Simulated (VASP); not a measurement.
A run of VASP 6.6.1 is set up as follows.

File POSCAR:

```
BiTe
1.0
    3.3302723141      3.3302723141      0.0000000000
   -3.3302723141      3.3302723141      0.0000000000
    0.0000000000      0.0000000000      6.6605446282
Bi Te
2 2
Direct
    0.0000000000      0.0000000000      0.0000000000
    0.5000000000      0.5000000000      0.5000000000
    0.5000000000      0.5000000000      0.0000000000
    0.0000000000      0.0000000000      0.5000000000
```

INCAR.step1

```
SYSTEM = BiTe
PREC = Accurate
ENCUT = 520
ISMEAR = 0
SIGMA = 0.1
LREAL = .FALSE.
LASPH = .TRUE.
NELM = 60
NBANDS = 29
GGA = PE
ALGO = Normal
EDIFF = 1E-4
LWAVE = .TRUE.
LCHARG = .FALSE.
```

File INCAR.step2:

```
SYSTEM = BiTe
PREC = Accurate
ENCUT = 520
EDIFF = 1E-6
ISMEAR = 0
SIGMA = 0.1
LREAL = .FALSE.
LASPH = .TRUE.
NELM = 60
ALGO = Normal
ISIF = 2
LWAVE = .FALSE.
LCHARG = .TRUE.
METAGGA = R2SCAN
LMIXTAU = .TRUE.
LELF = .TRUE.
LVHAR = .TRUE.
NBANDS = 29
ISTART = 1
```

File KPOINTS:

```
regular mesh
0
G
  10 10 8
  0 0 0
```

Potentials or basis: VASP PAW PBE potentials, release 64 (Bi_d, Te).

Launch:

```bash
$ cat potpaw_PBE.64/Bi_d/POTCAR potpaw_PBE.64/Te/POTCAR > POTCAR
$ cp INCAR.step1 INCAR
$ mpirun -np 1 vasp_std > vasp.out
$ cp INCAR.step2 INCAR
$ mpirun -np 1 vasp_std > vasp.out
```

Q: Predict the pressure.

A: -3.7 GPa.

Q: What does it give for the band gap on the k mesh?

A: Zero (band 21 reaches 8.49 eV, above the bottom of band 22 at 4.89 eV).

Caveat: the cell differs from its parent crystal (equal strain along all axes, cell held: +3.0 %); the PAW data sets were made with another functional, which shifts forces and pressure a little; spin-orbit coupling is left out, which moves the levels of the heavy elements.
